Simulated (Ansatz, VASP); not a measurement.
# HfAl3N in VASP and in Ansatz

```
Hf Al N
1.0
     4.92542    0.00000    0.00000
    -2.46271    4.26554    0.00000
     0.00000    0.00000    4.47226
Hf Al N
1 3 1
Direct
  0.00000 0.00000 0.50000
  0.53241 0.00000 0.50000
  0.00000 0.53241 0.50000
  0.46759 0.46759 0.50000
  0.00000 0.00000 0.00000
```

Alike in both runs: task relaxation of cell and atoms; functional PBE; k mesh 6 × 6 × 4; occupations gaussian, width 0.1 eV; no spin polarisation.

```csv
,VASP,Ansatz
version,VASP 6.6.1,Ansatz 0.2.0
potentials or method,"VASP PAW PBE potentials, release 64 (Hf_pv, Al, N), cutoff 600 eV","scalar-relativistic, plane waves, PAW"
valence electrons in the cell,24,40
```

```csv
,VASP,Ansatz,Ansatz less VASP
"gap on the k mesh at the Fermi level, each at its own relaxed structure (eV)",none,none,-
relaxed volume (Å³/atom),23.14,23.18,+0.049
relaxed cell length with the largest relative difference (Å),4.148,4.153,+0.0056
```

A gap of «none» marks a metal or a gap that the smearing closes. VASP's potentials hold 24 valence electrons a cell and Ansatz's 40, so a difference there can come from the potentials and not from the codes.

Spin-orbit coupling is off throughout. Noted on VASP's run: the volume moved by over 15 % at a fixed basis, so the end points are rough.
